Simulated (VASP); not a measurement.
A run of VASP 6.6.1:

The input INCAR:

```
  PREC = Accurate
  ENCUT = 600
  EDIFF = 1E-6
  ISMEAR = 0
  SIGMA = 0.1
  LREAL = F
  LASPH = T
  NELM = 60
  ALGO = Normal
  ISIF = 3
  LWAVE = F
  LCHARG = F
  GGA = PE
  IBRION = 2
  NSW = 90
  EDIFFG = -0.04
```

The input KPOINTS:

```
Automatic mesh
0
Gamma
  6 6 6
```

File POSCAR:

```
Li2WO3
1.0
    4.7610493800      0.0000000000      0.0000000000
   -2.3805246900      4.1231897100      0.0000000000
    0.0000000000      0.0000000000      3.3746038900
Li W O
2 1 3
Direct
    0.3333333300      0.6666666700      0.0000000000
    0.6666666700      0.3333333300      0.0000000000
    0.0000000000      0.0000000000      0.0000000000
    0.5000000000      0.0000000000      0.5000000000
    0.0000000000      0.5000000000      0.5000000000
    0.5000000000      0.5000000000      0.5000000000
```

Potentials or basis: VASP PAW PBE potentials, release 64 (Li_sv, W_sv, O).

Launch:

```console
$ cat potpaw_PBE.64/Li_sv/POTCAR potpaw_PBE.64/W_sv/POTCAR potpaw_PBE.64/O/POTCAR > POTCAR
$ mpirun -np 1 vasp_std > vasp.out
```

Hardware: 1 thread of Intel(R) Xeon(R) 6975P-C (Granite Rapids) (shared host).

Q: Estimate the wall time of this run.

A: Run time: 2.1 min on 1 thread of Intel(R) Xeon(R) 6975P-C (Granite Rapids), with other jobs on the host, peak memory 0.24 GiB. Counts: scf iterations 82, k points 28, ion steps 8.
